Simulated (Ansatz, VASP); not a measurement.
# One calculation of CaB, two programs

```
CELL_PARAMETERS angstrom
-3.64106 0.00000 0.00000
0.00000 -4.27428 0.00000
0.00000 2.13714 5.02624
ATOMIC_POSITIONS crystal
B 0.75000 0.07000 0.14000
B 0.25000 0.93000 0.86000
Ca 0.75000 0.36000 0.72000
Ca 0.25000 0.64000 0.28000
```

Alike in both runs: task single point; functional r2SCAN; k mesh 7 × 7 × 7; no spin polarisation.

|  | VASP | Ansatz |
| --- | --- | --- |
| version | VASP 6.6.1 | Ansatz 0.2.0 |
| potentials or method | VASP PAW PBE potentials, release 64 (B, Ca_sv), cutoff 520 eV | PAW plane waves |
| occupations | methfessel-paxton of order 1, width 0.0628 eV | cold, width 0.0628 eV |
| valence electrons in the cell | 26 | 26 |

VASP gave:

| Property | Result |
| --- | --- |
| pressure (GPa) | -5.9 |
| traceless stress, the component that is largest in VASP (GPa) | 0.73 |
| rms of the force components (eV/Å) | 0.933 |

Task: What did Ansatz give for the same quantities?

Result: Pressure (GPa): -6.1; traceless stress, the component that is largest in VASP (GPa): 0.79; rms of the force components (eV/Å): 0.925.

VASP's potentials were made for PBE, not for r2SCAN. Atom by atom the forces differ by 0.009 eV/Å (rms over components).
